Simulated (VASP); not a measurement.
Set up this calculation in VASP 6.6.1, as the native input.

```yaml
Task: single point
Functional: RPBE
Potentials_or_basis: VASP PAW PBE potentials, release 64 (Nb_sv)
Cutoff: 520 eV
k_mesh: 10 × 10 × 15
Occupations: fermi-dirac, width 0.1 eV
Spin: no spin polarisation
Dipole_correction: no
Further_INCAR_settings: ALGO = Normal; EDIFF = 1e-06; NBANDS = 26
```

The structure of Nb lies in POSCAR:

```
Nb
1.0
    4.9119767649      0.0000000000      0.0000000000
   -2.4559883824      4.2538966612      0.0000000000
    0.0000000000      0.0000000000      2.7033283515
Nb
3
Direct
    0.0000000000      1.0000000000      1.0000000000
    0.3333333333      0.6666666667      0.5000000000
    0.6666666667      0.3333333333      0.5000000000
```

This isn't the form of Nb at room conditions, which is bcc.

The input as run:

INCAR

```
SYSTEM = Nb
PREC     = Accurate       ! precision mode
ENCUT    = 520            ! plane-wave cutoff, eV
EDIFF    = 1E-6           ! SCF threshold, eV
ISMEAR   = -1             ! smearing method
SIGMA    = 0.1            ! smearing width, eV
LREAL    = .False.        ! projectors in reciprocal space
LASPH    = .True.         ! aspherical terms in the spheres
NELM     = 100            ! most SCF steps
ALGO     = Normal         ! electronic algorithm
ISIF     = 2              ! what is computed and relaxed
LWAVE    = .False.        ! write WAVECAR
LCHARG   = .False.        ! write CHGCAR
GGA      = RP             ! functional
NBANDS   = 26             ! bands
```

KPOINTS

```
regular mesh
0
Gamma
  10 10 15
  0 0 0
```

Potentials or basis: VASP PAW PBE potentials, release 64 (Nb_sv).

Launch:

```sh
$ cat potpaw_PBE.64/Nb_sv/POTCAR > POTCAR
$ mpirun -np 1 vasp_std > vasp.out
```

Results of the run:

```json
{
  "Pressure": "-0.3 GPa",
  "Band gap on the k mesh": "zero (an odd number of electrons rules out a gap without spin polarisation)"
}
```

Caveat: the PAW data sets were made with another functional, which shifts forces and pressure a little.

Wall time 77 s on 1 thread of AMD EPYC 9R45 96-Core Processor (Zen 5), with other jobs on the host, peak memory 0.22 GiB.
